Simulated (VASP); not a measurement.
# AlN (P6_3mc) in VASP: further runs

AlN is run at these levels: PBE, r2SCAN; tasks: single point.

Program: VASP 6.6.1. These are calculated values, not measurements. Logs are shortened: lines on timing, memory, paths and dates and some standing lists are left out, and cuts for length are marked.

## (1) The cell of the first run

It takes space group P6_3mc (No. 186, hexagonal). The conventional cell has a = 3.169 Å, b = 3.169 Å, c = 5.078 Å, α = 90.00°, β = 90.00°, γ = 120.00°. Within 2.6 Å of Al (site symmetry 3m) lie 4 N at 1.93 to 1.94 Å. Within 2.6 Å of N (site symmetry 3m) lie 4 Al at 1.93 to 1.94 Å.

## (2) Single point, PBE (strain +2.0%)

The input, INCAR:

```
PREC = Accurate
ENCUT = 520
EDIFF = 1E-7
ISMEAR = -1
SIGMA = 0.02
LREAL = False
LASPH = True
NELM = 100
ALGO = Normal
ISIF = 2
LWAVE = False
LCHARG = False
GGA = PE
NBANDS = 16
```

The input, KPOINTS:

```
regular mesh
0
Gamma
  12 12 6
```

The input, POSCAR:

```
AlN
1.0
    3.1688276354      0.0000000000      0.0000000000
   -1.5844138177      2.7442852324      0.0000000000
    0.0000000000      0.0000000000      5.0781633830
Al N
2 2
Direct
    0.3333333333      0.6666666667     -0.0031000782
    0.6666666667      0.3333333333      0.4968999218
    0.3333333333      0.6666666667      0.3781000782
    0.6666666667      0.3333333333      0.8781000782
```

Potentials or basis: VASP PAW PBE potentials, release 64 (Al, N).

Started as:

```console
> cat potpaw_PBE.64/Al/POTCAR potpaw_PBE.64/N/POTCAR > POTCAR
> mpirun -np 1 vasp_std > vasp.out
```

OUTCAR:

```text
PREC = Accurate
   ENCUT = 520
   EDIFF = 1E-7
   ISMEAR = -1
   LREAL = False
   LASPH = True
   NELM = 100
   ISIF = 2
   GGA = PE

 ion  position               nearest neighbor table
   1  0.333  0.667  0.997-   4 1.93   4 1.93   4 1.93   3 1.94   2 3.13   2 3.13   2 3.13   2 3.13
                             2 3.13   2 3.13
   2  0.667  0.333  0.497-   3 1.93   3 1.93   3 1.93   4 1.94   1 3.13   1 3.13   1 3.13   1 3.13
                             1 3.13   1 3.13
   3  0.333  0.667  0.378-   2 1.93   2 1.93   2 1.93   1 1.94
   4  0.667  0.333  0.878-   1 1.93   1 1.93   1 1.93   2 1.94

  LATTYP: Found a hexagonal cell.
 ALAT       =     3.1688276354
 C/A-ratio  =     1.6025369529

  Lattice vectors:

 A1 = (   3.1688276354,   0.0000000000,   0.0000000000)
 A2 = (  -1.5844138177,   2.7442852324,   0.0000000000)
 A3 = (   0.0000000000,   0.0000000000,   5.0781633830)

Analysis of symmetry for initial positions (statically):
=====================================================================
 Subroutine PRICEL returns:
 Original cell was already a primitive cell.

 Routine SETGRP: Setting up the symmetry group for a
 hexagonal supercell.

 Subroutine GETGRP returns: Found 12 space group operations
 (whereof  6 operations were pure point group operations)
 out of a pool of 24 trial point group operations.

The static configuration has the point symmetry C_3v.
 The point group associated with its full space group is C_6v.

Analysis of symmetry for dynamics (positions and initial velocities):
=====================================================================
 Subroutine PRICEL returns:
 Original cell was already a primitive cell.

 Routine SETGRP: Setting up the symmetry group for a
 hexagonal supercell.

 Subroutine GETGRP returns: Found 12 space group operations
 (whereof  6 operations were pure point group operations)
 out of a pool of 24 trial point group operations.

The dynamic configuration has the point symmetry C_3v.
 The point group associated with its full space group is C_6v.

 Subroutine INISYM returns: Found 12 space group operations
 (whereof  6 operations are pure point group operations),
 and found     1 'primitive' translations

[... 89 lines left out ...]
   PREC   = accura    normal or accurate (medium, high low for compatibility)
   ISTART =      0    job   : 0-new  1-cont  2-samecut
   ICHARG =      2    charge: 1-file 2-atom 10-const
   ISPIN  =      1    spin polarized calculation?
   LNONCOLLINEAR =      F non collinear calculations
   LSORBIT =      F    spin-orbit coupling
   LASPH  =      T    aspherical Exc in radial PAW
   ENCUT  =  520.0 eV  38.22 Ry    6.18 a.u.   5.89  5.89  9.44*2*pi/ulx,y,z
   NELM   =    100;   NELMIN=  2; NELMDL= -5     # of ELM steps
   EDIFF  = 0.1E-06   stopping-criterion for ELM
   LREAL  =      F    real-space projection
   EDIFFG = 0.1E-05   stopping-criterion for IOM
   NSW    =      0    number of steps for IOM
   IBRION =     -1    ionic relax: 0-MD 1-quasi-New 2-CG
   NFREE  =      0    steps in history (QN), initial steepest desc. (CG)
   ISIF   =      2    stress and relaxation
   ISYM   =      2    0-nonsym 1-usesym 2-fastsym
   POTIM  = 0.5000    time-step for ionic-motion
   TEBEG  =    0.0;   TEEND  =   0.0 temperature during run
   PSTRESS=    0.0 pullay stress
   NELECT =      16.0000    total number of electrons
   NUPDOWN=      -1.0000    fix difference up-down
   EMIN   =  10.00;   EMAX   =-10.00  energy-range for DOS
   EFERMI =   0.00;   METHOD = LEGACY
   ISMEAR =    -1;   SIGMA  =   0.02  broadening in eV -4-tet -1-fermi 0-gaus
   EFERMI_NEDOS =   21; number of points for ismear=-14 and -15
   IALGO  =     38    algorithm
   IMIX   =      4    mixing-type and parameters
     AMIX     =   0.40;   BMIX     =  1.00
     AMIX_MAG =   1.60;   BMIX_MAG =  1.00
  volume/ion in A,a.u.               =      11.04        74.50
  Fermi-wavevector in a.u.,A,eV,Ry     =   1.167087  2.205475 18.532395  1.362093
  Thomas-Fermi vector in A             =   2.303592
   LORBIT       =      0    0 simple, 1 ext, 2 COOP (PROOUT), +10 PAW based schemes
   GGA     = PE    functional components
[... 5 lines left out ...]
 non-spin polarized calculation
  energy-cutoff  :      520.00
  volume of cell :       44.16
 maximum number of plane-waves:      1201
 NGX is ok and might be reduce to    24
   NGX = 11   NGY = 11   NGZ = 19

 number of electron      16.0000002 magnetization

 Free energy of the ion-electron system (eV)
  ---------------------------------------------------
  ext. energy  EPLUGINS =         0.00000000
  ---------------------------------------------------
  free energy    TOTEN  =       -29.74528609 eV

  energy without entropy =      -29.74528609  energy(sigma->0) =      -29.74528609

 E-fermi :   5.9856     XC(G=0): -10.6704

 val. band max:        5.6204950026   @ k =   0.0000   0.0000   0.0000
 cond. band min:       9.3537056840   @ k =   0.0000   0.0000   0.0000
 fundamental gap:      3.7332106814
 Fermi energy:         5.9856486513

 k-point     1 :       0.0000    0.0000    0.0000
  band No.  band energies     occupation
      1      -9.2303      2.00000
      2      -7.2544      2.00000
      3      -0.1225      2.00000
      4       4.7972      2.00000
      5       4.7972      2.00000
      6       5.4317      2.00000
[... 433 lines left out ...]
      3       0.8975      2.00000
      4       1.8099      2.00000
      5       2.4087      2.00000
      6       3.9267      2.00000
[... 8 lines left out ...]
     15      17.4929      0.00000
     16      19.3768      0.00000

 [... further k-points ...]

------------------------ aborting loop because EDIFF is reached ----------------------------------------

  FORCE on cell =-STRESS in cart. coord.  units (eV):
  Direction    XX          YY          ZZ          XY          YZ          ZX
  --------------------------------------------------------------------------------------
  -------------------------------------------------------------------------------------
  Total       -1.9523178     -1.9523178     -1.7383238      0.0000000      0.0000000      0.0000000
  in kB      -70.8315213    -70.8315213    -63.0676614      0.0000000      0.0000000      0.0000000
  external PRESSURE =     -68.2435680 kB  Pullay stress =       0.0000000 kB

 VOLUME and BASIS-vectors are now :
 -----------------------------------------------------------------------------
  energy-cutoff  :      520.00
  volume of cell :       44.16
      direct lattice vectors                 reciprocal lattice vectors
     3.168827635  0.000000000  0.000000000     0.315574122  0.182196805  0.000000000
    -1.584413818  2.744285232  0.000000000     0.000000000  0.364393609  0.000000000
     0.000000000  0.000000000  5.078163383     0.000000000  0.000000000  0.196921588

 POSITION                                       TOTAL-FORCE (eV/Angst)
 -----------------------------------------------------------------------------------
     -0.00000      1.82952      5.06242        -0.000000      0.000000     -0.008560
      1.58441      0.91476      2.52334         0.000000     -0.000000     -0.008560
     -0.00000      1.82952      1.92005         0.000000     -0.000000      0.008560
      1.58441      0.91476      4.45914        -0.000000      0.000000      0.008560
 -----------------------------------------------------------------------------------
    total drift:                               -0.000000      0.000000      0.000091

  FREE ENERGIE OF THE ION-ELECTRON SYSTEM (eV)
  ---------------------------------------------------
  free  energy   TOTEN  =       -29.7452860926 eV

  energy  without entropy=      -29.7452860926  energy(sigma->0) =      -29.74528609
```

stdout:

```text
POSCAR found type information on POSCAR AlN
 POSCAR found :  2 types and       4 ions
 scaLAPACK will be used
 LDA part: xc-table for (Slater+PW92), standard interpolation
 POSCAR, INCAR and KPOINTS ok, starting setup
 FFT: planning ... GRIDC
 FFT: planning ... GRID_SOFT
 FFT: planning ... GRID
 WAVECAR not read
 entering main loop
```

Wall time 17 s (1 thread of Intel Xeon 6975P-C (Granite Rapids), shared host); peak memory 0.18 GiB.

What came out:

- Free energy: -29.7453 eV
- Pressure: -6.8 GPa
- Largest force: 0.009 eV/Å
- Band gap on the k mesh: 3.73 eV

Forces in eV/Å, atoms in the order of the input:
```
Al   0.000  0.000 -0.009
Al   0.000  0.000 -0.009
N    0.000  0.000  0.009
N    0.000  0.000  0.009
```

Levels at points of the mesh, in eV from the valence-band top:
| k point | band 6 | band 7 | band 8 | band 9 | band 10 | band 11 |
| --- | --- | --- | --- | --- | --- | --- |
| (0.00, 0.00, 0.00) | -0.19 | -0.19 | 0.00 | 3.73 | 6.20 | 10.17 |
| (0.50, 0.00, 0.00) | -2.00 | -1.69 | -0.67 | 5.63 | 5.68 | 7.71 |
| (0.00, 0.00, 0.50) | -0.52 | -0.52 | -0.52 | 6.00 | 6.00 | 9.88 |
| (0.50, 0.00, 0.50) | -1.40 | -1.31 | -1.31 | 5.12 | 5.12 | 8.92 |

Caveat: the cell differs from its parent crystal (strain +2.0%); the cell stands under tension. A k mesh can miss the band edges.

## (3) Single point, PBE (strain +3.0%)

The input, INCAR:

```
SYSTEM = AlN
PREC     = Accurate       ! precision mode
ENCUT    = 520            ! plane-wave cutoff, eV
EDIFF    = 1E-7           ! SCF threshold, eV
ISMEAR   = -1             ! smearing method
SIGMA    = 0.02           ! smearing width, eV
LREAL    = .FALSE.        ! projectors in reciprocal space
LASPH    = .TRUE.         ! aspherical terms in the spheres
NELM     = 80             ! most SCF steps
ALGO     = Normal         ! electronic algorithm
ISIF     = 2              ! what is computed and relaxed
LWAVE    = .FALSE.        ! write WAVECAR
LCHARG   = .TRUE.         ! write CHGCAR
GGA      = PE             ! functional
LELF     = .TRUE.         ! ELF
LVHAR    = .TRUE.       
NBANDS   = 16             ! bands
```

The input, KPOINTS:

```
regular mesh
0
G
  12 12 6
  0 0 0
```

The input, POSCAR:

```
AlN
1.0
    3.1998945730      0.0000000000      0.0000000000
   -1.5999472865      2.7711899896      0.0000000000
    0.0000000000      0.0000000000      5.1279492985
Al N
2 2
Direct
    0.3333333333      0.6666666667     -0.0029868361
    0.6666666667      0.3333333333      0.4970131639
    0.3333333333      0.6666666667      0.3779868361
    0.6666666667      0.3333333333      0.8779868361
```

Potentials or basis: VASP PAW PBE potentials, release 64 (Al, N).

Started as:

```console
> cat potpaw_PBE.64/Al/POTCAR potpaw_PBE.64/N/POTCAR > POTCAR
> mpirun -np 1 vasp_std > vasp.out
```

Wall time 18 s (1 thread of Intel Xeon 6975P-C (Granite Rapids), shared host); peak memory 0.18 GiB.

The run converged. Its results:

- Free energy: -29.6707 eV
- Pressure: -11.4 GPa
- Largest force: 0.009 eV/Å
- Band gap on the k mesh: 3.49 eV

Forces in eV/Å, atoms in the order of the input:
```
Al   0.000  0.000 -0.009
Al   0.000  0.000 -0.009
N    0.000  0.000  0.009
N    0.000  0.000  0.009
```

Stress tensor (GPa, compression positive):
```
-11.80   0.00   0.00
  0.00 -11.80   0.00
  0.00   0.00 -10.67
```

Levels at points of the mesh, in eV from the valence-band top:
| k point | band 4 | band 5 | band 6 | band 7 | band 8 | band 9 | band 10 | band 11 | band 12 | band 13 |
| --- | --- | --- | --- | --- | --- | --- | --- | --- | --- | --- |
| (0.00, 0.00, 0.00) | -0.80 | -0.80 | -0.18 | -0.18 | 0.00 | 3.49 | 5.95 | 9.94 | 10.56 | 10.56 |
| (0.50, 0.00, 0.00) | -3.97 | -3.14 | -1.96 | -1.65 | -0.65 | 5.54 | 5.62 | 7.47 | 9.67 | 10.43 |
| (0.00, 0.00, 0.50) | -3.19 | -0.50 | -0.50 | -0.50 | -0.50 | 5.76 | 5.76 | 9.65 | 9.65 | 10.87 |
| (0.50, 0.00, 0.50) | -5.27 | -1.37 | -1.37 | -1.28 | -1.28 | 5.03 | 5.03 | 8.74 | 8.74 | 10.88 |

Caveat: the cell differs from its parent crystal (strain +3.0%); the cell stands under tension. A k mesh can miss the band edges.

## (4) Single point, PBE (strain +4.0%)

The input, INCAR:

```
ALGO = Normal
EDIFF = 1E-6
ENCUT = 520
GGA = PE
ISIF = 2
ISMEAR = -1
LASPH = True
LCHARG = True
LELF = True
LREAL = False
LVHAR = True
LWAVE = False
NBANDS = 16
NELM = 60
PREC = Accurate
SIGMA = 0.02
```

The input, KPOINTS:

```
k-points
0
Gamma
  12 12 6
```

The input, POSCAR:

```
AlN
1.0
    3.2309615106      0.0000000000      0.0000000000
   -1.6154807553      2.7980947468      0.0000000000
    0.0000000000      0.0000000000      5.1777352140
Al N
2 2
Direct
    0.3333333333      0.6666666667     -0.0028649891
    0.6666666667      0.3333333333      0.4971350109
    0.3333333333      0.6666666667      0.3778649891
    0.6666666667      0.3333333333      0.8778649891
```

Started as:

```console
> cat potpaw_PBE.64/Al/POTCAR potpaw_PBE.64/N/POTCAR > POTCAR
> mpirun -np 1 vasp_std > vasp.out
```

Wall time 17 s (1 thread of Intel Xeon 6975P-C (Granite Rapids), shared host); peak memory 0.18 GiB.

It converged, with:

```
Free energy            : -29.5587 eV
Pressure               : -15.4 GPa
Largest force          : 0.009 eV/Å
Band gap on the k mesh : 3.25 eV
```

Forces in eV/Å, atoms in the order of the input:
```
Al   0.000  0.000 -0.009
Al   0.000  0.000 -0.009
N    0.000  0.000  0.009
N    0.000  0.000  0.009
```

Stress tensor (GPa, compression positive):
```
-15.89   0.00   0.00
  0.00 -15.89   0.00
  0.00   0.00 -14.50
```

Levels at points of the mesh, in eV from the valence-band top:
| k point | band 6 | band 7 | band 8 | band 9 | band 10 | band 11 |
| --- | --- | --- | --- | --- | --- | --- |
| (0.00, 0.00, 0.00) | -0.17 | -0.17 | 0.00 | 3.25 | 5.72 | 9.72 |
| (0.50, 0.00, 0.00) | -1.91 | -1.61 | -0.64 | 5.44 | 5.55 | 7.23 |
| (0.00, 0.00, 0.50) | -0.49 | -0.49 | -0.49 | 5.52 | 5.52 | 9.43 |
| (0.50, 0.00, 0.50) | -1.34 | -1.26 | -1.26 | 4.93 | 4.93 | 8.56 |

Caveat: the cell differs from its parent crystal (strain +4.0%); the cell stands under tension.

## (5) Single point, r2SCAN (strain -4.0%)

The input, POSCAR:

```
AlN
1.0
    2.9824260097      0.0000000000      0.0000000000
   -1.4912130049      2.5828566893      0.0000000000
    0.0000000000      0.0000000000      4.7794478898
Al N
2 2
Direct
    0.3333333333      0.6666666667     -0.0036428645
    0.6666666667      0.3333333333      0.4963571355
    0.3333333333      0.6666666667      0.3786428645
    0.6666666667      0.3333333333      0.8786428645
```

The input, INCAR.step1:

```
SYSTEM = AlN
PREC = Accurate
ENCUT = 520
ISMEAR = 0
SIGMA = 0.01
LREAL = .False.
LASPH = .True.
NELM = 60
NBANDS = 16
GGA = PE
ALGO = Normal
EDIFF = 1E-4
LWAVE = .True.
LCHARG = .False.
```

The input, INCAR.step2:

```
SYSTEM = AlN
PREC = Accurate
ENCUT = 520
EDIFF = 1E-6
ISMEAR = 0
SIGMA = 0.01
LREAL = .False.
LASPH = .True.
NELM = 60
ALGO = Normal
ISIF = 2
LWAVE = .False.
LCHARG = .False.
METAGGA = R2SCAN
LMIXTAU = .True.
NBANDS = 16
ISTART = 1
```

The input, KPOINTS:

```
Automatic mesh
0
Gamma
  12 12 6
  0 0 0
```

Started as:

```console
> cat potpaw_PBE.64/Al/POTCAR potpaw_PBE.64/N/POTCAR > POTCAR
> cp INCAR.step1 INCAR
> mpirun -np 1 vasp_std > vasp.out
> cp INCAR.step2 INCAR
> mpirun -np 1 vasp_std > vasp.out
```

Wall time 51 s (1 thread of Intel Xeon 6975P-C (Granite Rapids), shared host); peak memory 0.17 GiB.

The run converged. Its results:

```yaml
Free_energy: -38.0171 eV
Pressure: 32.4 GPa
Band_gap_on_the_k_mesh: 5.76 eV (least direct gap 6.09 eV)
```

Stress tensor (GPa, compression positive):
```
33.53  0.00  0.00
 0.00 33.53  0.00
 0.00  0.00 30.27
```

Levels at points of the mesh, in eV from the valence-band top:
| k point | band 6 | band 7 | band 8 | band 9 | band 10 | band 11 |
| --- | --- | --- | --- | --- | --- | --- |
| (0.00, 0.00, 0.00) | -0.27 | -0.27 | 0.00 | 6.09 | 8.69 | 12.71 |
| (0.50, 0.00, 0.00) | -2.32 | -1.95 | -0.75 | 6.73 | 7.03 | 10.18 |
| (0.00, 0.00, 0.50) | -0.62 | -0.62 | -0.62 | 8.42 | 8.42 | 12.40 |
| (0.50, 0.00, 0.50) | -1.62 | -1.51 | -1.51 | 6.44 | 6.44 | 10.94 |

Caveat: the cell differs from its parent crystal (strain -4.0%); the cell stands under pressure; the PAW data sets were made with another functional, which shifts forces and pressure a little. A k mesh can miss the band edges.

## (6) Overview

```csv
level,cell,smearing,gap on the mesh (eV),pressure (GPa),largest force (eV/Å)
PBE,"a = 3.169, b = 3.169, c = 5.078 Å, angles 90.0, 90.0, 120.0°, 4 atoms",fermi-dirac 0.02 eV,3.73,-6.8,0.01
PBE,"a = 3.200, b = 3.200, c = 5.128 Å, angles 90.0, 90.0, 120.0°, 4 atoms",fermi-dirac 0.02 eV,3.49,-11.4,0.01
PBE,"a = 3.231, b = 3.231, c = 5.178 Å, angles 90.0, 90.0, 120.0°, 4 atoms",fermi-dirac 0.02 eV,3.25,-15.4,0.01
r2SCAN,"a = 2.982, b = 2.982, c = 4.779 Å, angles 90.0, 90.0, 120.0°, 4 atoms",gaussian 0.01 eV,5.76,32.4,-
```

Alike in all rows: task single point; potentials or basis VASP PAW PBE potentials, release 64 (Al, N); no spin polarisation; k mesh 12 × 12 × 6; cutoff (eV) 520.

Caveats: the cell stands under tension (at least some runs); the cell stands under pressure (at least some runs); the PAW data sets were made with another functional, which shifts forces and pressure a little (at least some runs).

Absolute energies hang on the potentials; compare differences alone.
